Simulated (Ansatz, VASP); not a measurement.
# One calculation of Na2Hg, two programs

```
Na Hg
1.0
     3.59362    0.00000    0.00000
    -1.79681    3.11217    0.00000
     0.00000    0.00000    8.26214
Na Hg
2 1
Direct
  0.33333 0.66667 0.68720
  0.66667 0.33333 0.31280
  0.00000 0.00000 0.00000
```

Alike in both runs: functional PBE; k mesh 6 × 6 × 2; occupations gaussian, width 0.1 eV; no spin polarisation.

Ansatz relaxed the structure, and its values are those at the end. VASP's run is a single point on that final structure, the one shown.

|  | VASP | Ansatz |
| --- | --- | --- |
| version | VASP 6.6.1 | Ansatz 0.2.0 |
| potentials or method | VASP PAW PBE potentials, release 64 (Na_pv, Hg), cutoff 520 eV | scalar-relativistic, plane waves, PAW |
| valence electrons in the cell | 26 | 38 |

|  | VASP | Ansatz | Ansatz less VASP |
| --- | --- | --- | --- |
| gap on the k mesh at the Fermi level (eV) | none | none | - |
| pressure (GPa) | -0.1 | -0.1 | +0.02 |
| rms of the force components (eV/Å) | 0.009 | 0.009 | +0.0001 |

A gap of «none» marks a metal or a gap that the smearing closes. VASP's potentials hold 26 valence electrons a cell and Ansatz's 38, so a difference there can come from the potentials and not from the codes.

The k mesh is coarse, so the values compare programs but aren't converged. Neither program's run includes spin-orbit coupling.
